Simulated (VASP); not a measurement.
Here is a VASP 6.6.1 calculation.

The input INCAR:

```
PREC = Accurate
ENCUT = 520
EDIFF = 1E-7
ISMEAR = -1
SIGMA = 0.08
LREAL = False
LASPH = True
NELM = 100
ALGO = Normal
ISIF = 2
LWAVE = False
LCHARG = False
GGA = PE
NBANDS = 16
```

File KPOINTS:

```
regular mesh
0
Gamma
  15 15 8
```

POSCAR

```
Co
1.0
    2.5883391615      0.0000000000      0.0000000000
   -1.2941695808      2.2415674674      0.0000000000
    0.0000000000      0.0000000000      4.2012768419
Co
2
Direct
    0.3333333333      0.6666666667      0.2500000000
    0.6666666667      0.3333333333      0.7500000000
```

Potentials or basis: VASP PAW PBE potentials, release 64 (Co).

Launch:

```sh
$ cat potpaw_PBE.64/Co/POTCAR > POTCAR
$ mpirun -np 1 vasp_std > vasp.out
```

(1) What does it give for the band gap on the k mesh?

(2) Estimate the pressure.

Answers

(1) zero (band 9 reaches 8.79 eV, above the bottom of band 10 at 7.60 eV).

(2) -27.7 GPa.

Caveat: the run has no spin polarisation, though such a crystal can be magnetic.
